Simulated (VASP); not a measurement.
Input of a VASP 6.6.1 run:

Contents of INCAR:

```
PREC = Accurate ; ENCUT = 520
EDIFF = 1E-8 ; ISMEAR = -1
SIGMA = 0.08 ; LREAL = F
LASPH = T ; NELM = 60
ALGO = Normal ; ISIF = 2
LWAVE = F ; LCHARG = F
GGA = CA ; LEFG = T
NBANDS = 17
```

KPOINTS

```
Automatic mesh
0
Gamma
  11 11 11
```

The input POSCAR:

```
SnTe
1.0
    0.0000000000      3.1825879599      3.1825879599
    3.1825879599      0.0000000000      3.1825879599
    3.1825879599      3.1825879599      0.0000000000
Sn Te
1 1
Direct
    0.0000000000      0.0000000000      0.0000000000
    0.5000000000      0.5000000000      0.5000000000
```

Potentials or basis: VASP PAW LDA potentials, release 64 (Sn_d, Te).

Run with:

```bash
$ cat potpaw_LDA.64/Sn_d/POTCAR potpaw_LDA.64/Te/POTCAR > POTCAR
$ mpirun -np 1 vasp_std > vasp.out
```

Problem. What does it give for the pressure?

Solution. -2.7 GPa.

Caveat: without QUAD_EFG the Cq values of the log hold for a quadrupole moment of 1 mb, not for the nuclei.
